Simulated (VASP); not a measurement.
# HfO2 (R-3m) in VASP: notebook

Runs on HfO2. Level: PBE. Tasks: single point, relaxation of cell and atoms.

All numbers are computed with VASP 6.6.1; they aren't measurements. Logs are shortened: lines on timing, memory, paths and dates and some standing lists are left out, and cuts for length are marked.

## 1. The cell of the first run

Symmetry: R-3m, No. 166, trigonal system. Conventional cell: a = 3.732 Å, b = 3.732 Å, c = 8.296 Å, α = 90.00°, β = 90.00°, γ = 120.00°. Within 2.6 Å of Hf (site symmetry -3m) lie 8 O at 1.95 to 2.30 Å. Within 2.6 Å of O (site symmetry 3m) lie 4 Hf at 1.95 to 2.30 Å and 3 O at 2.44 Å.

## 2. Single point, PBE

Input file INCAR:

```
SYSTEM = HfO2
PREC = Accurate
ENCUT = 520
EDIFF = 1E-6
ISMEAR = 0
SIGMA = 0.1
LREAL = .False.
LASPH = .True.
NELM = 80
ALGO = Normal
ISIF = 2
LWAVE = .False.
LCHARG = .False.
GGA = PE
NBANDS = 18
```

Input file KPOINTS:

```
Automatic mesh
0
Gamma
  6 6 6
  0 0 0
```

Input file POSCAR:

```
HfO2
1.0
    1.8658956400      1.0772753500      2.7654498400
   -1.8658956400      1.0772753500      2.7654498400
    0.0000000000     -2.1545507000      2.7654498400
Hf O
1 2
Direct
    0.0000000000      0.0000000000      0.0000000000
    0.2353263900      0.2353263900      0.2353263900
    0.7646736100      0.7646736100      0.7646736100
```

Potentials or basis: VASP PAW PBE potentials, release 64 (Hf_pv, O).

The run is started by

```bash
$ cat potpaw_PBE.64/Hf_pv/POTCAR potpaw_PBE.64/O/POTCAR > POTCAR
$ mpirun -np 1 vasp_std > vasp.out
```

OUTCAR:

```text
SYSTEM = HfO2
   PREC = Accurate
   ENCUT = 520
   EDIFF = 1E-6
   ISMEAR = 0
   LREAL = .False.
   LASPH = .True.
   NELM = 80
   ISIF = 2
   GGA = PE

 ion  position               nearest neighbor table
   1  0.000  0.000  0.000-   2 1.95   3 1.95   3 2.30   2 2.30   3 2.30   3 2.30   2 2.30   2 2.30

   2  0.235  0.235  0.235-   1 1.95   1 2.30   1 2.30   1 2.30
   3  0.765  0.765  0.765-   1 1.95   1 2.30   1 2.30   1 2.30

  LATTYP: Found a trigonal (rhomboedric) cell.
 ALAT       =     3.5056813227
 COS(alpha) =     0.4334218451

  Lattice vectors:

 A1 = (   1.8658956400,   1.0772753500,   2.7654498400)
 A2 = (  -1.8658956400,   1.0772753500,   2.7654498400)
 A3 = (   0.0000000000,  -2.1545507000,   2.7654498400)

Analysis of symmetry for initial positions (statically):
=====================================================================
 Subroutine PRICEL returns:
 Original cell was already a primitive cell.

 Routine SETGRP: Setting up the symmetry group for a
 trigonal (rhombohedral) supercell.

 Subroutine GETGRP returns: Found 12 space group operations
 (whereof 12 operations were pure point group operations)
 out of a pool of 12 trial point group operations.

The static configuration has the point symmetry D_3d.

Analysis of symmetry for dynamics (positions and initial velocities):
=====================================================================
 Subroutine PRICEL returns:
 Original cell was already a primitive cell.

 Routine SETGRP: Setting up the symmetry group for a
 trigonal (rhombohedral) supercell.

 Subroutine GETGRP returns: Found 12 space group operations
 (whereof 12 operations were pure point group operations)
 out of a pool of 12 trial point group operations.

The dynamic configuration has the point symmetry D_3d.

 Subroutine INISYM returns: Found 12 space group operations
 (whereof 12 operations are pure point group operations),
 and found     1 'primitive' translations

----------------------------------------------------------------------------------------

                                     Primitive cell

  volume of cell :      33.3527

  direct lattice vectors                    reciprocal lattice vectors
     1.865895640  1.077275350  2.765449840     0.267967827  0.154711297  0.120534941
    -1.865895640  1.077275350  2.765449840    -0.267967827  0.154711297  0.120534941
     0.000000000 -2.154550700  2.765449840     0.000000000 -0.309422594  0.120534941

  length of vectors
     3.505681323  3.505681323  3.505681323     0.332070796  0.332070796  0.332070796

  position of ions in fractional coordinates (direct lattice)
     0.000000000  0.000000000  0.000000000
     0.235326390  0.235326390  0.235326390
     0.764673610  0.764673610  0.764673610

  ion indices of the primitive-cell ions
   primitive index   ion index
                 1           1
                 2           2
                 3           3

----------------------------------------------------------------------------------------

 KPOINTS: Automatic mesh

Automatic generation of k-mesh.
 Grid dimensions read from file:
 generate k-points for:    6    6    6

 Generating k-lattice:

  Cartesian coordinates                     Fractional coordinates (reciprocal lattice)
     0.044661304  0.025785216  0.020089157     0.166666667  0.000000000  0.000000000
    -0.044661304  0.025785216  0.020089157     0.000000000  0.166666667  0.000000000
     0.000000000 -0.051570432  0.020089157     0.000000000  0.000000000  0.166666667

  Length of vectors
     0.055345133  0.055345133  0.055345133

  Shift w.r.t. Gamma in fractional coordinates (k-lattice)
     0.000000000  0.000000000  0.000000000

 Subroutine IBZKPT returns following result:
 ===========================================

 Found     32 irreducible k-points:

 Following reciprocal coordinates:
            Coordinates               Weight
  0.000000  0.000000  0.000000      1.000000
  0.166667  0.000000 -0.000000      6.000000
  0.333333  0.000000  0.000000      6.000000
  0.500000  0.000000 -0.000000      3.000000
  0.166667  0.166667  0.000000      6.000000
  0.333333  0.166667 -0.000000     12.000000
[... 16 lines left out ...]
  0.500000  0.500000  0.166667      6.000000
 -0.333333  0.500000  0.166667     12.000000
 [... further k-points ...]
   k-points           NKPTS =     32   k-points in BZ     NKDIM =     32   number of bands    NBANDS=     18
   number of dos      NEDOS =    301   number of ions     NIONS =      3
   total plane-waves  NPLWV =  21952
   dimension x,y,z NGX =    28 NGY =   28 NGZ =   28
   dimension x,y,z NGXF=    56 NGYF=   56 NGZF=   56
   ions per type =               1   2
   NGX,Y,Z   is equivalent  to a cutoff of  13.28, 13.28, 13.28 a.u.
   NGXF,Y,Z  is equivalent  to a cutoff of  26.56, 26.56, 26.56 a.u.
 SYSTEM =  HfO2
   PREC   = accura    normal or accurate (medium, high low for compatibility)
   ISTART =      0    job   : 0-new  1-cont  2-samecut
   ICHARG =      2    charge: 1-file 2-atom 10-const
   ISPIN  =      1    spin polarized calculation?
   LNONCOLLINEAR =      F non collinear calculations
   LSORBIT =      F    spin-orbit coupling
   LASPH  =      T    aspherical Exc in radial PAW
   ENCUT  =  520.0 eV  38.22 Ry    6.18 a.u.   6.52  6.52  6.52*2*pi/ulx,y,z
   NELM   =     80;   NELMIN=  2; NELMDL= -5     # of ELM steps
   EDIFF  = 0.1E-05   stopping-criterion for ELM
   LREAL  =      F    real-space projection
   EDIFFG = 0.1E-04   stopping-criterion for IOM
   NSW    =      0    number of steps for IOM
   IBRION =     -1    ionic relax: 0-MD 1-quasi-New 2-CG
   NFREE  =      0    steps in history (QN), initial steepest desc. (CG)
   ISIF   =      2    stress and relaxation
   ISYM   =      2    0-nonsym 1-usesym 2-fastsym
   POTIM  = 0.5000    time-step for ionic-motion
   TEBEG  =    0.0;   TEEND  =   0.0 temperature during run
   PSTRESS=    0.0 pullay stress
   NELECT =      22.0000    total number of electrons
   NUPDOWN=      -1.0000    fix difference up-down
   EMIN   =  10.00;   EMAX   =-10.00  energy-range for DOS
   EFERMI =   0.00;   METHOD = LEGACY
   ISMEAR =     0;   SIGMA  =   0.10  broadening in eV -4-tet -1-fermi 0-gaus
   EFERMI_NEDOS =   21; number of points for ismear=-14 and -15
   IALGO  =     38    algorithm
   IMIX   =      4    mixing-type and parameters
     AMIX     =   0.40;   BMIX     =  1.00
     AMIX_MAG =   1.60;   BMIX_MAG =  1.00
  volume/ion in A,a.u.               =      11.12        75.03
  Fermi-wavevector in a.u.,A,eV,Ry     =   1.425078  2.693007 27.631362  2.030848
  Thomas-Fermi vector in A             =   2.545501
   LORBIT       =      0    0 simple, 1 ext, 2 COOP (PROOUT), +10 PAW based schemes
   GGA     = PE    functional components
   LHFCALC =     F    Hartree Fock is set to
   AEXX    =    0.0000 exact exchange contribution
   IVDW    =     0    specifies the selected vdW correction
   LEPSILON=     F    determine dielectric tensor
   LRPA    =     F    only Hartree local field effects (RPA)
 non-spin polarized calculation
 Gauss-broadening in eV      SIGMA  =   0.10
  energy-cutoff  :      520.00
  volume of cell :       33.35
 maximum number of plane-waves:       907
 NGX is ok and might be reduce to    28
   NGX = 13   NGY = 13   NGZ = 13

 number of electron      22.0000002 magnetization

 Free energy of the ion-electron system (eV)
  ---------------------------------------------------
  ext. energy  EPLUGINS =         0.00000000
  ---------------------------------------------------
  free energy    TOTEN  =       -29.47343066 eV

  energy without entropy =      -29.47343066  energy(sigma->0) =      -29.47343066

 E-fermi :   4.5393     XC(G=0): -11.6736

 val. band max:        3.9889853768   @ k =   0.5000   0.5000  -0.0000
 cond. band min:       7.9865401785   @ k =   0.5000   0.5000  -0.0000
 fundamental gap:      3.9975548017
 Fermi energy:         4.5393231088

 k-point     1 :       0.0000    0.0000    0.0000
  band No.  band energies     occupation
      1     -25.6919      2.00000
      2     -25.6280      2.00000
      3     -25.6280      2.00000
      4     -14.7008      2.00000
      5     -11.5204      2.00000
      6      -1.4221      2.00000
[... 10 lines left out ...]
     17      16.8405      0.00000
     18      17.6332      0.00000

 k-point     2 :       0.1667    0.0000   -0.0000
  band No.  band energies     occupation
      1     -25.7680      2.00000
      2     -25.6646      2.00000
      3     -25.6331      2.00000
      4     -14.4129      2.00000
      5     -11.7490      2.00000
      6      -1.1495      2.00000
[... 10 lines left out ...]
     17      15.4288      0.00000
     18      17.6608      0.00000

 k-point     3 :       0.3333    0.0000    0.0000
  band No.  band energies     occupation
      1     -25.9642      2.00000
      2     -25.6830      2.00000
      3     -25.6432      2.00000
      4     -13.8780      2.00000
      5     -12.0827      2.00000
      6      -0.9073      2.00000
[... 10 lines left out ...]
     17      14.2052      0.00000
     18      17.6574      0.00000

 k-point     4 :       0.5000    0.0000   -0.0000
  band No.  band energies     occupation
      1     -26.0601      2.00000
      2     -25.6896      2.00000
      3     -25.6483      2.00000
      4     -13.6652      2.00000
      5     -12.1559      2.00000
      6      -0.8253      2.00000
[... 375 lines left out ...]
      4     -13.3684      2.00000
      5     -12.3350      2.00000
      6      -1.0309      2.00000
[... 10 lines left out ...]
     17      14.3510      0.00000
     18      17.6553      0.00000

 k-point    23 :       0.5000    0.5000    0.1667
  band No.  band energies     occupation
      1     -26.1673      2.00000
      2     -25.7477      2.00000
      3     -25.7387      2.00000
      4     -12.9360      2.00000
      5     -12.4246      2.00000
      6      -1.7913      2.00000
[... 10 lines left out ...]
     17      16.2445      0.00000
     18      17.6514      0.00000

 k-point    24 :      -0.3333    0.5000    0.1667
  band No.  band energies     occupation
      1     -26.1096      2.00000
      2     -25.7941      2.00000
      3     -25.7419      2.00000
      4     -12.9834      2.00000
      5     -12.3850      2.00000
      6      -1.6933      2.00000
[... 10 lines left out ...]
     17      16.8348      0.00000
     18      17.6702      0.00000

 [... further k-points ...]
[... 5 lines left out ...]
  --------------------------------------------------------------------------------------
  -------------------------------------------------------------------------------------
  Total       -1.5678582     -1.5678582      9.4003732      0.0000000     -0.0000000     -0.0000000
  in kB      -75.3158280    -75.3158280    451.5694690      0.0000000     -0.0000000     -0.0000000
  external PRESSURE =     100.3126043 kB  Pullay stress =       0.0000000 kB

 VOLUME and BASIS-vectors are now :
 -----------------------------------------------------------------------------
  energy-cutoff  :      520.00
  volume of cell :       33.35
      direct lattice vectors                 reciprocal lattice vectors
     1.865895640  1.077275350  2.765449840     0.267967827  0.154711297  0.120534941
    -1.865895640  1.077275350  2.765449840    -0.267967827  0.154711297  0.120534941
     0.000000000 -2.154550700  2.765449840     0.000000000 -0.309422594  0.120534941

 POSITION                                       TOTAL-FORCE (eV/Angst)
 -----------------------------------------------------------------------------------
      0.00000      0.00000      0.00000         0.000000      0.000000      0.000000
      0.00000      0.00000      1.95235         0.000000      0.000000      4.419534
      0.00000      0.00000      6.34400         0.000000     -0.000000     -4.419534
 -----------------------------------------------------------------------------------
    total drift:                               -0.000000     -0.000000      0.000000

  FREE ENERGIE OF THE ION-ELECTRON SYSTEM (eV)
  ---------------------------------------------------
  free  energy   TOTEN  =       -29.4734306631 eV

  energy  without entropy=      -29.4734306631  energy(sigma->0) =      -29.47343066
```

Wall time 30 s (1 thread of Intel Xeon Platinum 8259CL at 2.50GHz (Skylake/Cascade Lake), shared host); peak memory 0.16 GiB.

What came out:

- Free energy: -29.4734 eV
- Pressure: 10.0 GPa
- Largest force: 4.420 eV/Å
- Band gap on the k mesh: 4.00 eV, direct

Forces on the atoms (eV/Å):
```
Hf   0.000  0.000  0.000
O    0.000  0.000  4.420
O    0.000  0.000 -4.420
```

Levels at points of the mesh, in eV from the valence-band top:
```tsv
k point	band 8	band 9	band 10	band 11	band 12	band 13	band 14	band 15
(0.00, 0.00, 0.00)	-5.27	-0.60	-0.60	-0.38	4.02	4.02	5.40	9.76
(0.50, 0.00, 0.00)	-2.89	-2.63	-1.54	-1.36	4.57	4.63	6.59	9.10
(0.50, 0.50, 0.00)	-2.85	-2.45	-0.79	0.00	4.00	5.61	6.30	6.95
(0.50, 0.50, 0.50)	-3.52	-2.36	-2.36	-1.84	5.06	5.06	7.20	7.80
```

Caveat: spin-orbit coupling is left out, which moves the levels of the heavy elements; forces of over 1 eV/Å act on the atoms, so gaps and moduli don't describe the material at rest. A k mesh can miss the band edges.

## 3. Relaxation of cell and atoms, PBE

Input file INCAR:

```
  PREC = Accurate
  ENCUT = 600
  EDIFF = 1E-7
  ISMEAR = 0
  SIGMA = 0.1
  LREAL = F
  LASPH = T
  NELM = 100
  ALGO = Normal
  ISIF = 3
  LWAVE = F
  LCHARG = F
  GGA = PE
  IBRION = 2
  NSW = 90
  EDIFFG = -0.04
```

Input file KPOINTS:

```
regular mesh
0
Gamma
  6 6 6
```

POSCAR is that of step 2.

Potentials or basis: VASP PAW PBE potentials, release 64 (Hf_pv, O).

The run is started by

```bash
$ cat potpaw_PBE.64/Hf_pv/POTCAR potpaw_PBE.64/O/POTCAR > POTCAR
$ mpirun -np 1 vasp_std > vasp.out
```

It took 2.9 min on 1 thread of Intel Xeon Platinum 8259CL at 2.50GHz (Skylake/Cascade Lake), shared host; peak memory 0.18 GiB.

It converged, with:

```
Free energy                            : -30.2560 eV
Relaxed volume                         : 10.86 Å³/atom
Relaxed cell                           : a = 3.580 Å, b = 3.580 Å, c = 3.580 Å, α = 60.17°, β = 60.17°, γ = 60.17°
Space group after relaxing (to 0.05 Å) : Fm-3m (No. 225)
Energy gained by relaxing              : 258.8 meV/atom
Ionic steps                            : 9
Pressure after relaxing                : 0.2 GPa
Largest force after relaxing           : 0.030 eV/Å
Band gap on the k mesh                 : 3.80 eV, direct
```

Forces on the atoms (eV/Å):
```
Hf   0.000  0.000  0.000
O    0.000  0.000 -0.030
O    0.000  0.000  0.030
```

Stress tensor (GPa, compression positive):
```
0.04 0.00 0.00
0.00 0.04 0.00
0.00 0.00 0.43
```

Step by step:
| step | energy change (eV) | largest force (eV/Å) | pressure (GPa) | volume (Å³) |
| --- | --- | --- | --- | --- |
| 1 | 0.0000 | 4.4164 | 9.77 | 33.35 |
| 2 | -0.3217 | 1.3119 | -17.08 | 36.39 |
| 3 | -0.6628 | 0.1577 | -14.58 | 34.87 |
| 4 | -0.6657 | 0.2706 | -14.06 | 34.79 |
| 5 | -0.6664 | 0.4047 | -13.41 | 34.70 |
| 6 | -0.6811 | 0.6479 | 15.34 | 30.92 |
| 7 | -0.7761 | 0.0573 | -0.30 | 32.63 |
| 8 | -0.7761 | 0.0688 | 0.01 | 32.59 |
| 9 | -0.7764 | 0.0302 | 0.17 | 32.57 |

Final structure:
```
Hf O
1.0
     1.79470    1.03617    2.91944
    -1.79470    1.03617    2.91944
     0.00000   -2.07235    2.91944
Hf O
1 2
Direct
  0.00000 0.00000 0.00000
  0.25036 0.25036 0.25036
  0.74964 0.74964 0.74964
```

Levels at points of the mesh, in eV from the valence-band top:
```
           k point  band 9  band 10  band 11  band 12  band 13  band 14
(0.00, 0.00, 0.00)   -0.61    -0.60    -0.60     3.88     3.88     5.84
(0.50, 0.00, 0.00)   -2.73    -1.85    -1.82     4.59     4.63     6.97
(0.50, 0.50, 0.00)   -1.54    -1.52     0.00     3.80     5.51     6.64
(0.50, 0.50, 0.50)   -2.73    -1.82    -1.82     4.62     4.62     7.03
```

Caveat: spin-orbit coupling is left out, which moves the levels of the heavy elements.
